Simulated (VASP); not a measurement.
Set up this calculation in VASP 6.6.1, as the native input.

| Item | Value |
| --- | --- |
| Task | single point |
| Functional | PBE |
| Potentials or basis | VASP PAW PBE potentials, release 64 (C) |
| Cutoff | 520 eV |
| k mesh | 12 × 12 × 10 |
| Occupations | gaussian, width 0.05 eV |
| Spin | no spin polarisation |
| Dipole correction | no |
| Further INCAR settings | ALGO = Normal; EDIFF = 1e-06; NBANDS = 16 |

The structure of C lies in POSCAR:

```
C
1.0
    0.0000000000     -1.7834000000     -1.7834000000
   -1.7834000000      0.0000000000     -1.7834000000
    1.7834000000      1.7834000000     -3.5668000000
C
4
Direct
    0.7135797324      0.7135797324      0.7621400892
    0.2135797324      0.2135797324      0.2621400892
    0.4114202676      0.4114202676      0.8628599108
    0.9114202676      0.9114202676      0.3628599108
```

This cell differs from its parent crystal: atoms displaced along a vibrational mode.

One way to write it, as run:

INCAR

```
SYSTEM = C
  PREC = Accurate
  ENCUT = 520
  EDIFF = 1E-6
  ISMEAR = 0
  SIGMA = 0.05
  LREAL = .FALSE.
  LASPH = .TRUE.
  NELM = 60
  ALGO = Normal
  ISIF = 2
  LWAVE = .FALSE.
  LCHARG = .FALSE.
  GGA = PE
  NBANDS = 16
```

KPOINTS

```
regular mesh
0
G
  12 12 10
  0 0 0
```

Potentials or basis: VASP PAW PBE potentials, release 64 (C).

Launch:

```console
$ cat potpaw_PBE.64/C/POTCAR > POTCAR
$ mpirun -np 1 vasp_std > vasp.out
```

Results of the run:

| Item | Value |
| --- | --- |
| Pressure | 52.2 GPa |
| Largest force | 17.305 eV/Å |
| Band gap on the k mesh | zero (bands 8 and 9 overlap by 0.42 eV) |

Caveat: the cell differs from its parent crystal (atoms displaced along a vibrational mode); the cell stands under pressure; forces of over 1 eV/Å act on the atoms, so gaps and moduli don't describe the material at rest.

It took 100 s on 1 thread of Intel(R) Xeon(R) Platinum 8259CL CPU @ 2.50GHz (Skylake/Cascade Lake), on a shared host, peak memory 0.21 GiB.
